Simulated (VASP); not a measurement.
# MgO (I4/mmm) in VASP: further runs

Runs on MgO. Level: PBE. Tasks: single point.

Program: VASP 6.6.1. These are calculated values, not measurements. Logs are shortened: lines on timing, memory, paths and dates and some standing lists are left out, and cuts for length are marked.

## (1) The cell of the first run

The structure is tetragonal, space group I4/mmm (No. 139). The conventional cell has a = 2.913 Å, b = 2.913 Å, c = 4.259 Å, α = 90.00°, β = 90.00°, γ = 90.00°. Within 2.7 Å of Mg (site symmetry 4/mmm) lie 6 O at 2.06 to 2.13 Å. O (site symmetry 4/mmm) has 6 Mg at 2.06 to 2.13 Å within 2.7 Å.

## (2) Single point, PBE (epitaxial xy strain -2.0%)

INCAR reads:

```
SYSTEM = MgO
PREC = Accurate
ENCUT = 520
EDIFF = 1E-6
ISMEAR = 0
SIGMA = 0.01
LREAL = .False.
LASPH = .True.
NELM = 80
ALGO = Normal
ISIF = 2
LWAVE = .False.
LCHARG = .True.
GGA = PE
LELF = .True.
LVHAR = .True.
NBANDS = 11
```

KPOINTS reads:

```
regular mesh
0
Gamma
  6 6 6
  0 0 0
```

POSCAR reads:

```
MgO
1.0
    0.0000000000      2.0601240671      2.1293490089
    2.0601240671      0.0000000000      2.1293490089
    2.0601240671      2.0601240671      0.0000000000
Mg O
1 1
Direct
    0.0000000000      0.0000000000      0.0000000000
    0.5000000000      0.5000000000      0.5000000000
```

Potentials or basis: VASP PAW PBE potentials, release 64 (Mg, O).

Command:

```
$ cat potpaw_PBE.64/Mg/POTCAR potpaw_PBE.64/O/POTCAR > POTCAR
$ mpirun -np 1 vasp_std > vasp.out
```

OUTCAR:

```text
SYSTEM = MgO
   PREC = Accurate
   ENCUT = 520
   EDIFF = 1E-6
   ISMEAR = 0
   LREAL = .False.
   LASPH = .True.
   NELM = 80
   ISIF = 2
   GGA = PE

 ion  position               nearest neighbor table
   1  0.000  0.000  0.000-   2 2.06   2 2.06   2 2.06   2 2.06   2 2.13   2 2.13
   2  0.500  0.500  0.500-   1 2.06   1 2.06   1 2.06   1 2.06   1 2.13   1 2.13

  LATTYP: Found a body centered tetragonal cell.
 ALAT       =     2.9134553959
 C/A-ratio  =     1.4617344147

  Lattice vectors:

 A1 = (  -2.0601240671,   0.0000000000,   2.1293490089)
 A2 = (   2.0601240671,   0.0000000000,   2.1293490089)
 A3 = (   0.0000000000,   2.0601240671,  -2.1293490089)

Analysis of symmetry for initial positions (statically):
=====================================================================
 Subroutine PRICEL returns:
 Original cell was already a primitive cell.

 Routine SETGRP: Setting up the symmetry group for a
 body centered tetragonal supercell.

 Subroutine GETGRP returns: Found 16 space group operations
 (whereof 16 operations were pure point group operations)
 out of a pool of 16 trial point group operations.

The static configuration has the point symmetry D_4h.

Analysis of symmetry for dynamics (positions and initial velocities):
=====================================================================
 Subroutine PRICEL returns:
 Original cell was already a primitive cell.

 Routine SETGRP: Setting up the symmetry group for a
 body centered tetragonal supercell.

 Subroutine GETGRP returns: Found 16 space group operations
 (whereof 16 operations were pure point group operations)
 out of a pool of 16 trial point group operations.

The dynamic configuration has the point symmetry D_4h.

 Subroutine INISYM returns: Found 16 space group operations
 (whereof 16 operations are pure point group operations),
 and found     1 'primitive' translations

----------------------------------------------------------------------------------------

                                     Primitive cell

  volume of cell :      18.0744

  direct lattice vectors                    reciprocal lattice vectors
     0.000000000  2.060124067  2.129349009    -0.242703829  0.242703829  0.234813550
     2.060124067  0.000000000  2.129349009     0.242703829 -0.242703829  0.234813550
     2.060124067  2.060124067  0.000000000     0.242703829  0.242703829 -0.234813550

  length of vectors
     2.962809203  2.962809203  2.913455396     0.415869812  0.415869812  0.415869812

  position of ions in fractional coordinates (direct lattice)
     0.000000000  0.000000000  0.000000000
     0.500000000  0.500000000  0.500000000

  ion indices of the primitive-cell ions
   primitive index   ion index
                 1           1
                 2           2

----------------------------------------------------------------------------------------

 KPOINTS: regular mesh

Automatic generation of k-mesh.
 Grid dimensions read from file:
 generate k-points for:    6    6    6

 Generating k-lattice:

  Cartesian coordinates                     Fractional coordinates (reciprocal lattice)
    -0.040450638  0.040450638  0.039135592     0.166666667 -0.000000000  0.000000000
     0.040450638 -0.040450638  0.039135592    -0.000000000  0.166666667  0.000000000
     0.040450638  0.040450638 -0.039135592     0.000000000  0.000000000  0.166666667

  Length of vectors
     0.069311635  0.069311635  0.069311635

  Shift w.r.t. Gamma in fractional coordinates (k-lattice)
     0.000000000  0.000000000  0.000000000

 Subroutine IBZKPT returns following result:
 ===========================================

 Found     30 irreducible k-points:

 Following reciprocal coordinates:
            Coordinates               Weight
  0.000000  0.000000  0.000000      1.000000
  0.166667  0.000000  0.000000      8.000000
  0.333333  0.000000  0.000000      8.000000
  0.500000 -0.000000  0.000000      4.000000
  0.166667  0.166667  0.000000      2.000000
  0.333333  0.166667  0.000000      8.000000
[... 16 lines left out ...]
  0.333333  0.000000  0.333333      4.000000
  0.500000  0.000000  0.333333     16.000000
 [... further k-points ...]
   k-points           NKPTS =     30   k-points in BZ     NKDIM =     30   number of bands    NBANDS=     11
   number of dos      NEDOS =    301   number of ions     NIONS =      2
   total plane-waves  NPLWV =  13824
   dimension x,y,z NGX =    24 NGY =   24 NGZ =   24
   dimension x,y,z NGXF=    48 NGYF=   48 NGZF=   48
   ions per type =               1   1
   NGX,Y,Z   is equivalent  to a cutoff of  13.47, 13.47, 13.69 a.u.
   NGXF,Y,Z  is equivalent  to a cutoff of  26.93, 26.93, 27.39 a.u.
 SYSTEM =  MgO
   PREC   = accura    normal or accurate (medium, high low for compatibility)
   ISTART =      0    job   : 0-new  1-cont  2-samecut
   ICHARG =      2    charge: 1-file 2-atom 10-const
   ISPIN  =      1    spin polarized calculation?
   LNONCOLLINEAR =      F non collinear calculations
   LSORBIT =      F    spin-orbit coupling
   LASPH  =      T    aspherical Exc in radial PAW
   ENCUT  =  520.0 eV  38.22 Ry    6.18 a.u.   5.51  5.51  5.42*2*pi/ulx,y,z
   NELM   =     80;   NELMIN=  2; NELMDL= -5     # of ELM steps
   EDIFF  = 0.1E-05   stopping-criterion for ELM
   LREAL  =      F    real-space projection
   EDIFFG = 0.1E-04   stopping-criterion for IOM
   NSW    =      0    number of steps for IOM
   IBRION =     -1    ionic relax: 0-MD 1-quasi-New 2-CG
   NFREE  =      0    steps in history (QN), initial steepest desc. (CG)
   ISIF   =      2    stress and relaxation
   ISYM   =      2    0-nonsym 1-usesym 2-fastsym
   POTIM  = 0.5000    time-step for ionic-motion
   TEBEG  =    0.0;   TEEND  =   0.0 temperature during run
   PSTRESS=    0.0 pullay stress
   NELECT =       8.0000    total number of electrons
   NUPDOWN=      -1.0000    fix difference up-down
   EMIN   =  10.00;   EMAX   =-10.00  energy-range for DOS
   EFERMI =   0.00;   METHOD = LEGACY
   ISMEAR =     0;   SIGMA  =   0.01  broadening in eV -4-tet -1-fermi 0-gaus
   EFERMI_NEDOS =   21; number of points for ismear=-14 and -15
   IALGO  =     38    algorithm
   IMIX   =      4    mixing-type and parameters
     AMIX     =   0.40;   BMIX     =  1.00
     AMIX_MAG =   1.60;   BMIX_MAG =  1.00
  volume/ion in A,a.u.               =       9.04        60.99
  Fermi-wavevector in a.u.,A,eV,Ry     =   1.247624  2.357667 21.178352  1.556565
  Thomas-Fermi vector in A             =   2.381747
   LORBIT       =      0    0 simple, 1 ext, 2 COOP (PROOUT), +10 PAW based schemes
   GGA     = PE    functional components
   LHFCALC =     F    Hartree Fock is set to
   AEXX    =    0.0000 exact exchange contribution
   IVDW    =     0    specifies the selected vdW correction
   LEPSILON=     F    determine dielectric tensor
   LRPA    =     F    only Hartree local field effects (RPA)
 non-spin polarized calculation
 Gauss-broadening in eV      SIGMA  =   0.01
  energy-cutoff  :      520.00
  volume of cell :       18.07
 maximum number of plane-waves:       515
 NGX is ok and might be reduce to    24
   NGX = 11   NGY = 11   NGZ = 11

 number of electron       8.0000002 magnetization

 Free energy of the ion-electron system (eV)
  ---------------------------------------------------
  ext. energy  EPLUGINS =         0.00000000
  ---------------------------------------------------
  free energy    TOTEN  =       -11.86823856 eV

  energy without entropy =      -11.86823856  energy(sigma->0) =      -11.86823856

 E-fermi :   3.5636     XC(G=0): -11.2345

 val. band max:        3.4793997156   @ k =   0.0000   0.0000   0.0000
 cond. band min:       8.4847499374   @ k =   0.0000   0.0000   0.0000
 fundamental gap:      5.0053502218
 Fermi energy:         3.5636098650

 k-point     1 :       0.0000    0.0000    0.0000
  band No.  band energies     occupation
      1     -13.9992      2.00000
      2       3.4169      2.00000
      3       3.4169      2.00000
      4       3.4794      2.00000
      5       8.4847      0.00000
      6      19.1992      0.00000
      7      19.5584      0.00000
      8      19.5584      0.00000
      9      23.4461      0.00000
     10      24.7195      0.00000
     11      25.8017      0.00000

 k-point     2 :       0.1667    0.0000    0.0000
  band No.  band energies     occupation
      1     -13.6994      2.00000
      2       1.9022      2.00000
      3       3.2488      2.00000
      4       3.2575      2.00000
      5       9.9021      0.00000
      6      17.0949      0.00000
      7      19.8814      0.00000
      8      20.2031      0.00000
      9      23.6195      0.00000
     10      24.4400      0.00000
     11      26.2281      0.00000

 k-point     3 :       0.3333    0.0000    0.0000
  band No.  band energies     occupation
      1     -13.0214      2.00000
      2      -0.3339      2.00000
      3       2.8819      2.00000
      4       2.9330      2.00000
      5      11.3642      0.00000
      6      16.0397      0.00000
      7      20.0172      0.00000
      8      20.6837      0.00000
      9      24.5352      0.00000
     10      24.8787      0.00000
     11      25.4689      0.00000

 k-point     4 :       0.5000   -0.0000    0.0000
  band No.  band energies     occupation
      1     -12.6285      2.00000
      2      -1.3239      2.00000
      3       2.7066      2.00000
      4       2.7840      2.00000
      5      11.5398      0.00000
      6      16.4155      0.00000
      7      19.7482      0.00000
      8      20.4858      0.00000
      9      24.8254      0.00000
     10      26.2744      0.00000
     11      26.5030      0.00000
[... 239 lines left out ...]
 k-point    22 :      -0.3333    0.5000    0.1667
  band No.  band energies     occupation
      1     -12.3536      2.00000
      2      -0.3016      2.00000
      3       1.1945      2.00000
      4       1.7240      2.00000
      5      14.3648      0.00000
      6      15.3292      0.00000
      7      15.9705      0.00000
      8      20.5480      0.00000
      9      24.4050      0.00000
     10      28.6655      0.00000
     11      30.0574      0.00000

 k-point    23 :       0.3333    0.0000    0.3333
  band No.  band energies     occupation
      1     -12.7600      2.00000
      2      -0.0877      2.00000
      3       2.2181      2.00000
      4       2.3995      2.00000
      5      13.0755      0.00000
      6      13.4491      0.00000
      7      17.8622      0.00000
      8      21.7428      0.00000
      9      22.2233      0.00000
     10      28.3494      0.00000
     11      31.3527      0.00000

 k-point    24 :       0.5000    0.0000    0.3333
  band No.  band energies     occupation
      1     -12.4122      2.00000
      2      -0.4442      2.00000
      3       1.4510      2.00000
      4       2.1739      2.00000
      5      13.2721      0.00000
      6      14.5321      0.00000
      7      16.8680      0.00000
      8      21.9215      0.00000
      9      22.4840      0.00000
     10      29.5706      0.00000
     11      30.8185      0.00000

 [... further k-points ...]
[... 5 lines left out ...]
  --------------------------------------------------------------------------------------
  -------------------------------------------------------------------------------------
  Total        1.4630869      1.4630869      0.5580587      0.0000000     -0.0000000      0.0000000
  in kB      129.6931748    129.6931748     49.4682880      0.0000000     -0.0000000      0.0000000
  external PRESSURE =     102.9515459 kB  Pullay stress =       0.0000000 kB

 VOLUME and BASIS-vectors are now :
 -----------------------------------------------------------------------------
  energy-cutoff  :      520.00
  volume of cell :       18.07
      direct lattice vectors                 reciprocal lattice vectors
     0.000000000  2.060124067  2.129349009    -0.242703829  0.242703829  0.234813550
     2.060124067  0.000000000  2.129349009     0.242703829 -0.242703829  0.234813550
     2.060124067  2.060124067  0.000000000     0.242703829  0.242703829 -0.234813550

 POSITION                                       TOTAL-FORCE (eV/Angst)
 -----------------------------------------------------------------------------------
      0.00000      0.00000      0.00000         0.000000     -0.000000      0.000000
      2.06012      2.06012      2.12935         0.000000      0.000000     -0.000000
 -----------------------------------------------------------------------------------
    total drift:                               -0.000000     -0.000000      0.000000

  FREE ENERGIE OF THE ION-ELECTRON SYSTEM (eV)
  ---------------------------------------------------
  free  energy   TOTEN  =       -11.8682385633 eV

  energy  without entropy=      -11.8682385633  energy(sigma->0) =      -11.86823856
```

It took 11 s on 1 thread of Intel Xeon 8259CL, shared host; peak memory 0.11 GiB.

Results:

| Property | Result |
| --- | --- |
| Free energy | -11.8682 eV |
| Pressure | 10.3 GPa |
| Band gap on the k mesh | 5.01 eV, direct |

Levels at points of the mesh, in eV from the valence-band top:
| k point | band 1 | band 2 | band 3 | band 4 | band 5 | band 6 | band 7 | band 8 |
| --- | --- | --- | --- | --- | --- | --- | --- | --- |
| (0.00, 0.00, 0.00) | -17.48 | -0.06 | -0.06 | 0.00 | 5.01 | 15.72 | 16.08 | 16.08 |
| (0.50, 0.00, 0.00) | -16.11 | -4.80 | -0.77 | -0.70 | 8.06 | 12.94 | 16.27 | 17.01 |
| (0.50, 0.50, 0.00) | -15.91 | -4.34 | -1.34 | -1.34 | 9.35 | 10.35 | 13.12 | 19.71 |
| (0.50, 0.00, 0.50) | -15.81 | -4.22 | -1.59 | -1.38 | 9.01 | 10.28 | 13.56 | 18.99 |

Caveat: the k points lie up to 0.44 Å⁻¹ apart; the cell differs from its parent crystal (epitaxial xy strain -2.0%).

## (3) Single point, PBE (epitaxial xy strain -1.0%)

INCAR reads:

```
SYSTEM = MgO
PREC     = Accurate       ! precision mode
ENCUT    = 520            ! plane-wave cutoff, eV
EDIFF    = 1E-7           ! SCF threshold, eV
ISMEAR   = 0              ! smearing method
SIGMA    = 0.01           ! smearing width, eV
LREAL    = .FALSE.        ! projectors in reciprocal space
LASPH    = .TRUE.         ! aspherical terms in the spheres
NELM     = 80             ! most SCF steps
ALGO     = Normal         ! electronic algorithm
ISIF     = 2              ! what is computed and relaxed
LWAVE    = .FALSE.        ! write WAVECAR
LCHARG   = .FALSE.        ! write CHGCAR
GGA      = PE             ! functional
NBANDS   = 11             ! bands
```

KPOINTS reads:

```
Automatic mesh
0
G
  6 6 6
  0 0 0
```

POSCAR reads:

```
MgO
1.0
    0.0000000000      2.0811457413      2.1154270457
    2.0811457413      0.0000000000      2.1154270457
    2.0811457413      2.0811457413      0.0000000000
Mg O
1 1
Direct
    0.0000000000      0.0000000000      0.0000000000
    0.5000000000      0.5000000000      0.5000000000
```

Potentials or basis: VASP PAW PBE potentials, release 64 (Mg, O).

Command:

```
$ cat potpaw_PBE.64/Mg/POTCAR potpaw_PBE.64/O/POTCAR > POTCAR
$ mpirun -np 1 vasp_std > vasp.out
```

Wall time 12 s (1 thread of Intel Xeon 8259CL, shared host); peak memory 0.11 GiB.

The run converged. Its results:

- Free energy: -11.8898 eV
- Pressure: 7.4 GPa
- Band gap on the k mesh: 4.89 eV, direct

Stress tensor (GPa, compression positive):
```
8.69 0.00 0.00
0.00 8.69 0.00
0.00 0.00 4.93
```

Levels at points of the mesh, in eV from the valence-band top:
```
           k point  band 1  band 2  band 3  band 4  band 5  band 6  band 7  band 8
(0.00, 0.00, 0.00)  -17.39   -0.03   -0.03    0.00    4.89   15.77   15.95   15.95
(0.50, 0.00, 0.00)  -16.05   -4.72   -0.72   -0.68    8.00   12.80   16.31   16.68
(0.50, 0.50, 0.00)  -15.82   -4.23   -1.35   -1.35    9.24   10.18   13.14   19.38
(0.50, 0.00, 0.50)  -15.77   -4.17   -1.47   -1.37    9.07   10.15   13.36   19.02
```

Caveat: the k points lie up to 0.43 Å⁻¹ apart; the cell differs from its parent crystal (epitaxial xy strain -1.0%).

## (4) Single point, PBE (epitaxial xy strain +1.0%)

INCAR reads:

```
SYSTEM = MgO
PREC = Accurate
ENCUT = 520
EDIFF = 1E-7
ISMEAR = 0
SIGMA = 0.01
LREAL = .False.
LASPH = .True.
NELM = 100
ALGO = Normal
ISIF = 2
LWAVE = .False.
LCHARG = .False.
GGA = PE
NBANDS = 11
```

KPOINTS reads:

```
Automatic mesh
0
Gamma
  6 6 6
  0 0 0
```

POSCAR reads:

```
MgO
1.0
    0.0000000000      2.1231890896      2.0897899895
    2.1231890896      0.0000000000      2.0897899895
    2.1231890896      2.1231890896      0.0000000000
Mg O
1 1
Direct
    0.0000000000      0.0000000000      0.0000000000
    0.5000000000      0.5000000000      0.5000000000
```

Command:

```
$ cat potpaw_PBE.64/Mg/POTCAR potpaw_PBE.64/O/POTCAR > POTCAR
$ mpirun -np 1 vasp_std > vasp.out
```

Run time: 15 s. Hardware: 1 thread of Intel Xeon 8259CL, shared host; peak memory 0.11 GiB.

It converged, with:

| Item | Value |
| --- | --- |
| Free energy | -11.9066 eV |
| Pressure | 2.6 GPa |
| Band gap on the k mesh | 4.63 eV, direct |

Stress tensor (GPa, compression positive):
```
1.54 0.00 0.00
0.00 1.54 0.00
0.00 0.00 4.84
```

Levels at points of the mesh, in eV from the valence-band top:
```
           k point  band 1  band 2  band 3  band 4  band 5  band 6  band 7  band 8
(0.00, 0.00, 0.00)  -17.23   -0.04    0.00    0.00    4.63   15.69   15.69   15.85
(0.50, 0.00, 0.00)  -15.97   -4.59   -0.67   -0.64    7.83   12.50   16.04   16.40
(0.50, 0.50, 0.00)  -15.69   -4.02   -1.39   -1.39    8.99    9.86   13.14   18.71
(0.50, 0.00, 0.50)  -15.73   -4.08   -1.37   -1.28    9.16    9.87   12.93   18.74
```

Caveat: the k points lie up to 0.43 Å⁻¹ apart; the cell differs from its parent crystal (epitaxial xy strain +1.0%).

## (5) Overview

| cell | gap on the mesh (eV) | pressure (GPa) |
| --- | --- | --- |
| a = 2.963, b = 2.963, c = 2.913 Å, angles 60.5, 60.5, 58.9°, 2 atoms | 5.01 | 10.3 |
| a = 2.968, b = 2.968, c = 2.943 Å, angles 60.3, 60.3, 59.5°, 2 atoms | 4.89 | 7.4 |
| a = 2.979, b = 2.979, c = 3.003 Å, angles 59.7, 59.7, 60.5°, 2 atoms | 4.63 | 2.6 |

Alike in all rows: task single point; level PBE; potentials or basis VASP PAW PBE potentials, release 64 (Mg, O); no spin polarisation; k mesh 6 × 6 × 6; cutoff (eV) 520; smearing gaussian 0.01 eV.

Caveats: all runs use coarse meshes.

Absolute energies hang on the potentials; compare differences alone.
